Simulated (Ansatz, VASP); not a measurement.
BN in VASP and in Ansatz

```
B N
1.0
     2.54395    0.00000    0.00000
    -1.27198    2.20313    0.00000
     0.00000    0.00000    4.35467
B N
2 2
Cartesian
  0.0000 1.4688 -0.0031
  1.2720 0.7344 2.1743
  0.0000 1.4688 1.6361
  1.2720 0.7344 3.8134
```

Change from the starting cell: uniaxial_z strain +3.5%.

Alike in both runs: task single point; functional HSE06; k mesh 9 × 9 × 4; no spin polarisation.

```csv
,VASP,Ansatz
version,VASP 6.6.1,Ansatz 0.2.0
potentials or method,"VASP PAW PBE potentials, release 64 (B, N)","plane waves, PAW"
plane-wave cutoff (eV),520,420
occupations,"gaussian, width 0.01 eV",fixed
valence electrons in the cell,16,16
```

```tsv
	VASP	Ansatz	Ansatz less VASP
gap on the k mesh at the Fermi level (eV)	6.57	6.59	+0.017
pressure (GPa)	-15.8	-16.2	-0.39
traceless stress, the component that is largest in VASP (GPa)	-20.73	-20.53	+0.210
rms of the force components (eV/Å)	0.021	0.014	-0.0068
```

Atom by atom the forces differ by 0.007 eV/Å (rms over components). Ansatz's warnings: stress exchange threshold loose, stress scf threshold loose.
